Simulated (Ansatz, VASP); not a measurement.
## AgI in VASP and in Ansatz

Contents of INCAR:

```
SYSTEM = AgI
PREC     = Accurate       ! precision mode
ENCUT    = 500            ! plane-wave cutoff, eV
EDIFF    = 1E-6           ! SCF threshold, eV
ISMEAR   = 0              ! smearing method
SIGMA    = 0.01           ! smearing width, eV
LREAL    = .False.        ! projectors in reciprocal space
LASPH    = .True.         ! aspherical terms in the spheres
NELM     = 120            ! most SCF steps
ALGO     = Normal         ! electronic algorithm
ISIF     = 2              ! what is computed and relaxed
LWAVE    = .False.        ! write WAVECAR
LCHARG   = .False.        ! write CHGCAR
GGA      = PE             ! functional
NBANDS   = 16             ! bands
GGA_COMPAT= .False.
```

Contents of KPOINTS:

```
Automatic mesh
0
Gamma
  4 4 4
  0 0 0
```

POSCAR

```
AgI
1.0
    0.0000000000      3.2885749494      3.2885749494
    3.2885749494      0.0000000000      3.2885749494
    3.2885749494      3.2885749494      0.0000000000
Ag I
1 1
Direct
    0.0000000000      0.0000000000      0.0000000000
    0.2500000000      0.2500000000      0.2500000000
```

Input for Ansatz:

```yaml
crystal:
  lattice:
    - [0.0, 3.2885749494, 3.2885749494]
    - [3.2885749494, 0.0, 3.2885749494]
    - [3.2885749494, 3.2885749494, 0.0]
  atoms:
    - { symbol: Ag, position: [0.0, 0.0, 0.0] }
    - { symbol: I, position: [0.25, 0.25, 0.25] }
kpoints:
  mp_grid: { grid: [4, 4, 4] }
hamiltonian:
  xc: pbe
scf:
  occupations: { method: fixed }
output:
  optics:
    e_range: [2, 6]
    de: 0.2
    sigma: 0.05
    scissors: 1.0
    scheme: gaussian
    bands: { spectra_wanted_up_to: 6 }
    kdotp_interpolation: "off"
```

Alike in both runs: task single point; functional PBE; k mesh 4 × 4 × 4; no spin polarisation.

|  | VASP | Ansatz |
| --- | --- | --- |
| version | VASP 6.6.1 | Ansatz 0.2.0 |
| potentials or method | VASP PAW PBE potentials, release 64 (Ag, I) | plane waves, PAW |
| plane-wave cutoff (eV) | 500 | 420 |
| occupations | gaussian, width 0.01 eV | fixed |
| valence electrons in the cell | 18 | 36 |

```tsv
	VASP	Ansatz	Ansatz less VASP
gap on the k mesh at the Fermi level (eV)	1.34	1.34	-0.002
```

VASP's potentials hold 18 valence electrons a cell and Ansatz's 36, so a difference there can come from the potentials and not from the codes.

Neither program's run includes spin-orbit coupling.
